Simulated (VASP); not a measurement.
# Fe (P6_3/mmc) in VASP: further runs

The runs below take Fe through single point, with LDA, RPBE.

All numbers are computed with VASP 6.6.1; they aren't measurements. Logs are shortened: lines on timing, memory, paths and dates and some standing lists are left out, and cuts for length are marked.

### Step 1. The cell of the first run

It takes space group P6_3/mmc (No. 194, hexagonal). The conventional cell has a = 2.466 Å, b = 2.466 Å, c = 3.892 Å, α = 90.00°, β = 90.00°, γ = 120.00°. Within 3.2 Å of Fe (site symmetry -6m2) lie 12 Fe at 2.41 to 2.47 Å.

This isn't the form of Fe at room conditions, which is bcc.

### Step 2. Single point, LDA, collinear spin, ferromagnetic start

Contents of INCAR:

```
PREC = Accurate
ENCUT = 690
EDIFF = 1E-6
ISMEAR = -1
SIGMA = 0.05
LREAL = F
LASPH = T
NELM = 200
ALGO = Normal
ISIF = 2
LWAVE = F
LCHARG = T
ISPIN = 2
MAGMOM = 3 3
LORBIT = 11
LMAXMIX = 4
GGA = CA
LELF = T
LVHAR = T
NBANDS = 27
GGA_COMPAT = F
```

Contents of KPOINTS:

```
regular mesh
0
Gamma
  12 12 7
```

Contents of POSCAR:

```
Fe
1.0
    2.4661896479      0.0000000000      0.0000000000
   -1.2330948240      2.1357828857      0.0000000000
    0.0000000000      0.0000000000      3.8924920371
Fe
2
Direct
    0.6666666667      0.3333333333      0.7500000000
    0.3333333333      0.6666666667      0.2500000000
```

Potentials or basis: VASP PAW LDA potentials, release 64 (Fe_sv).

The run is started by

```bash
$ cat potpaw_LDA.64/Fe_sv/POTCAR > POTCAR
$ mpirun -np 1 vasp_std > vasp.out
```

OUTCAR:

```text
PREC = Accurate
   ENCUT = 690
   EDIFF = 1E-6
   ISMEAR = -1
   LREAL = F
   LASPH = T
   NELM = 200
   ISIF = 2
   ISPIN = 2
   LORBIT = 11
   GGA = CA

 ion  position               nearest neighbor table
   1  0.667  0.333  0.750-   2 2.41   2 2.41   2 2.41   2 2.41   2 2.41   2 2.41
   2  0.333  0.667  0.250-   1 2.41   1 2.41   1 2.41   1 2.41   1 2.41   1 2.41

  LATTYP: Found a hexagonal cell.
 ALAT       =     2.4661896479
 C/A-ratio  =     1.5783425417

  Lattice vectors:

 A1 = (   2.4661896479,   0.0000000000,   0.0000000000)
 A2 = (  -1.2330948240,   2.1357828857,   0.0000000000)
 A3 = (   0.0000000000,   0.0000000000,   3.8924920371)

Analysis of symmetry for initial positions (statically):
=====================================================================
 Subroutine PRICEL returns:
 Original cell was already a primitive cell.

 Routine SETGRP: Setting up the symmetry group for a
 hexagonal supercell.

 Subroutine GETGRP returns: Found 24 space group operations
 (whereof 12 operations were pure point group operations)
 out of a pool of 24 trial point group operations.

The static configuration has the point symmetry D_3d.
 The point group associated with its full space group is D_6h.

Analysis of symmetry for dynamics (positions and initial velocities):
=====================================================================
 Subroutine PRICEL returns:
 Original cell was already a primitive cell.

 Routine SETGRP: Setting up the symmetry group for a
 hexagonal supercell.

 Subroutine GETGRP returns: Found 24 space group operations
 (whereof 12 operations were pure point group operations)
 out of a pool of 24 trial point group operations.

The dynamic configuration has the point symmetry D_3d.
 The point group associated with its full space group is D_6h.

Analysis of structural, dynamic, and magnetic symmetry:
=====================================================================
 Subroutine PRICEL returns:
 Original cell was already a primitive cell.

 Routine SETGRP: Setting up the symmetry group for a
 hexagonal supercell.

 Subroutine GETGRP returns: Found 24 space group operations
 (whereof 12 operations were pure point group operations)
 out of a pool of 24 trial point group operations.

The overall configuration has the point symmetry D_3d.
 The point group associated with its full space group is D_6h.

 Subroutine INISYM returns: Found 24 space group operations
 (whereof 12 operations are pure point group operations),
 and found     1 'primitive' translations

----------------------------------------------------------------------------------------

                                     Primitive cell

  volume of cell :      20.5027

  direct lattice vectors                    reciprocal lattice vectors
     2.466189648  0.000000000  0.000000000     0.405483820  0.234106193  0.000000000
    -1.233094824  2.135782886  0.000000000     0.000000000  0.468212386  0.000000000
     0.000000000  0.000000000  3.892492037     0.000000000  0.000000000  0.256904829

  length of vectors
     2.466189648  2.466189648  3.892492037     0.468212386  0.468212386  0.256904829

  position of ions in fractional coordinates (direct lattice)
     0.666666667  0.333333333  0.750000000
     0.333333333  0.666666667  0.250000000

  ion indices of the primitive-cell ions
   primitive index   ion index
                 1           1
                 2           2

----------------------------------------------------------------------------------------

 KPOINTS: regular mesh

Automatic generation of k-mesh.
 Grid dimensions read from file:
 generate k-points for:   12   12    7

 Generating k-lattice:

  Cartesian coordinates                     Fractional coordinates (reciprocal lattice)
     0.033790318  0.019508849  0.000000000     0.083333333  0.000000000  0.000000000
     0.000000000  0.039017699  0.000000000     0.000000000  0.083333333  0.000000000
     0.000000000  0.000000000  0.036700690     0.000000000  0.000000000  0.142857143

  Length of vectors
     0.039017699  0.039017699  0.036700690

  Shift w.r.t. Gamma in fractional coordinates (k-lattice)
     0.000000000  0.000000000  0.000000000

 Subroutine IBZKPT returns following result:
 ===========================================

 Found     76 irreducible k-points:

 Following reciprocal coordinates:
            Coordinates               Weight
  0.000000  0.000000  0.000000      1.000000
  0.083333  0.000000  0.000000      6.000000
  0.166667  0.000000  0.000000      6.000000
  0.250000  0.000000  0.000000      6.000000
  0.333333 -0.000000  0.000000      6.000000
  0.416667  0.000000  0.000000      6.000000
[... 16 lines left out ...]
  0.250000  0.000000  0.142857     12.000000
  0.333333 -0.000000  0.142857     12.000000
 [... further k-points ...]
   k-points           NKPTS =     76   k-points in BZ     NKDIM =     76   number of bands    NBANDS=     27
   number of dos      NEDOS =    301   number of ions     NIONS =      2
   total plane-waves  NPLWV =  20736
   dimension x,y,z NGX =    24 NGY =   24 NGZ =   36
   dimension x,y,z NGXF=    48 NGYF=   48 NGZF=   72
   ions per type =               2
   NGX,Y,Z   is equivalent  to a cutoff of  16.18, 16.18, 15.38 a.u.
   NGXF,Y,Z  is equivalent  to a cutoff of  32.36, 32.36, 30.75 a.u.
 SYSTEM =  unknown system
   PREC   = accura    normal or accurate (medium, high low for compatibility)
   ISTART =      0    job   : 0-new  1-cont  2-samecut
   ICHARG =      2    charge: 1-file 2-atom 10-const
   ISPIN  =      2    spin polarized calculation?
   LNONCOLLINEAR =      F non collinear calculations
   LSORBIT =      F    spin-orbit coupling
   LASPH  =      T    aspherical Exc in radial PAW
   ENCUT  =  690.0 eV  50.71 Ry    7.12 a.u.   5.28  5.28  8.34*2*pi/ulx,y,z
   NELM   =    200;   NELMIN=  2; NELMDL= -5     # of ELM steps
   EDIFF  = 0.1E-05   stopping-criterion for ELM
   LREAL  =      F    real-space projection
   EDIFFG = 0.1E-04   stopping-criterion for IOM
   NSW    =      0    number of steps for IOM
   IBRION =     -1    ionic relax: 0-MD 1-quasi-New 2-CG
   NFREE  =      0    steps in history (QN), initial steepest desc. (CG)
   ISIF   =      2    stress and relaxation
   ISYM   =      2    0-nonsym 1-usesym 2-fastsym
   POTIM  = 0.5000    time-step for ionic-motion
   TEBEG  =    0.0;   TEEND  =   0.0 temperature during run
   PSTRESS=    0.0 pullay stress
   NELECT =      32.0000    total number of electrons
   NUPDOWN=      -1.0000    fix difference up-down
   EMIN   =  10.00;   EMAX   =-10.00  energy-range for DOS
   EFERMI =   0.00;   METHOD = LEGACY
   ISMEAR =    -1;   SIGMA  =   0.05  broadening in eV -4-tet -1-fermi 0-gaus
   EFERMI_NEDOS =   21; number of points for ismear=-14 and -15
   IALGO  =     38    algorithm
   IMIX   =      4    mixing-type and parameters
     AMIX     =   0.40;   BMIX     =  1.00
     AMIX_MAG =   1.60;   BMIX_MAG =  1.00
  volume/ion in A,a.u.               =      10.25        69.18
  Fermi-wavevector in a.u.,A,eV,Ry     =   1.898983  3.588557 49.064460  3.606136
  Thomas-Fermi vector in A             =   2.938424
   LORBIT       =     11    0 simple, 1 ext, 2 COOP (PROOUT), +10 PAW based schemes
   GGA     = CA    functional components
   LHFCALC =     F    Hartree Fock is set to
   AEXX    =    0.0000 exact exchange contribution
   IVDW    =     0    specifies the selected vdW correction
   LEPSILON=     F    determine dielectric tensor
   LRPA    =     F    only Hartree local field effects (RPA)
 spin polarized calculation
  energy-cutoff  :      690.00
  volume of cell :       20.50
 maximum number of plane-waves:       856
 NGX is ok and might be reduce to    24
   NGX = 11   NGY = 11   NGZ = 17

 number of electron      31.9999991 magnetization       0.0052112

 number of electron      31.9999991 magnetization      -0.0000520

 Free energy of the ion-electron system (eV)
  ---------------------------------------------------
  ext. energy  EPLUGINS =         0.00000000
  ---------------------------------------------------
  free energy    TOTEN  =       -18.92183701 eV

  energy without entropy =      -18.90148432  energy(sigma->0) =      -18.91166066

 E-fermi :  13.4253     XC(G=0): -14.7976

 val. band max:       13.4112822915   @ k =   0.3333   0.3333   0.2857
 cond. band min:      13.4325759551   @ k =   0.3333   0.2500   0.2857
 fundamental gap:      0.0212936636
 Fermi energy:        13.4252527845

 spin component 1

 k-point     1 :       0.0000    0.0000    0.0000
  band No.  band energies     occupation
      1     -72.8630      1.00000
      2     -72.7233      1.00000
      3     -39.7416      1.00000
      4     -39.1877      1.00000
      5     -39.1877      1.00000
      6     -39.0880      1.00000
[... 19 lines left out ...]
     26      39.2157      0.00000
     27      40.1844      0.00000
[... 661 lines left out ...]
 k-point    24 :       0.3333   -0.0000    0.1429
  band No.  band energies     occupation
      1     -72.7765      1.00000
      2     -72.7042      1.00000
      3     -39.5905      1.00000
      4     -39.4600      1.00000
      5     -39.4160      1.00000
      6     -39.2811      1.00000
[... 19 lines left out ...]
     26      36.8096      0.00000
     27      38.3060      0.00000

 [... further k-points ...]

 spin component 2

 k-point     1 :       0.0000    0.0000    0.0000
  band No.  band energies     occupation
      1     -72.8630      1.00000
      2     -72.7233      1.00000
      3     -39.7416      1.00000
      4     -39.1877      1.00000
      5     -39.1877      1.00000
      6     -39.0881      1.00000
[... 19 lines left out ...]
     26      39.2157      0.00000
     27      40.1843      0.00000
[... 661 lines left out ...]
 k-point    24 :       0.3333   -0.0000    0.1429
  band No.  band energies     occupation
      1     -72.7766      1.00000
      2     -72.7042      1.00000
      3     -39.5905      1.00000
      4     -39.4600      1.00000
      5     -39.4160      1.00000
      6     -39.2811      1.00000
[... 19 lines left out ...]
     26      36.8096      0.00000
     27      38.3060      0.00000

 [... further k-points ...]

------------------------ aborting loop because EDIFF is reached ----------------------------------------

  FORCE on cell =-STRESS in cart. coord.  units (eV):
  Direction    XX          YY          ZZ          XY          YZ          ZX
  --------------------------------------------------------------------------------------
  -------------------------------------------------------------------------------------
  Total       -2.8874371     -2.8874371     -2.8221011      0.0000000      0.0000000     -0.0000000
  in kB     -225.6377733   -225.6377733   -220.5321183      0.0000000      0.0000000     -0.0000000
  external PRESSURE =    -223.9358883 kB  Pullay stress =       0.0000000 kB

 VOLUME and BASIS-vectors are now :
 -----------------------------------------------------------------------------
  energy-cutoff  :      690.00
  volume of cell :       20.50
      direct lattice vectors                 reciprocal lattice vectors
     2.466189648  0.000000000  0.000000000     0.405483820  0.234106193  0.000000000
    -1.233094824  2.135782886  0.000000000     0.000000000  0.468212386  0.000000000
     0.000000000  0.000000000  3.892492037     0.000000000  0.000000000  0.256904829

 POSITION                                       TOTAL-FORCE (eV/Angst)
 -----------------------------------------------------------------------------------
      1.23309      0.71193      2.91937         0.000000     -0.000000      0.000000
     -0.00000      1.42386      0.97312        -0.000000      0.000000      0.000000
 -----------------------------------------------------------------------------------
    total drift:                                0.000000     -0.000000      0.000000

  FREE ENERGIE OF THE ION-ELECTRON SYSTEM (eV)
  ---------------------------------------------------
  free  energy   TOTEN  =       -18.9218370080 eV

  energy  without entropy=      -18.9014843171  energy(sigma->0) =      -18.91166066

 total charge

# of ion       s       p       d       tot
------------------------------------------
    1        2.206   6.052   5.550  13.807
    2        2.206   6.052   5.550  13.807
--------------------------------------------------
tot          4.412  12.103  11.099  27.614

 magnetization (x)

# of ion       s       p       d       tot
------------------------------------------
    1       -0.000   0.000  -0.000  -0.000
    2       -0.000   0.000  -0.000  -0.000
--------------------------------------------------
tot         -0.000   0.000  -0.000  -0.000
```

Wall time 66 s (1 thread of AMD EPYC 9R45 (Zen 5), shared host); peak memory 0.17 GiB.

Results:

| Quantity | Value |
| --- | --- |
| Free energy | -18.9218 eV |
| Pressure | -22.4 GPa |
| Band gap on the k mesh | zero (filled and empty bands overlap) |
| Net moment | 0.00 μB per cell |
| Valence electrons inside the program's atomic spheres | Fe 13.81 |

Stress tensor (GPa, compression positive):
```
-22.56   0.00   0.00
  0.00 -22.56   0.00
  0.00   0.00 -22.05
```

Caveat: the cell stands under tension; the moments typed at the start vanished in this run.

(Continued in part 2 of 2.)

The gap in the log of VASP goes by the Fermi energy; the results here count the filled bands.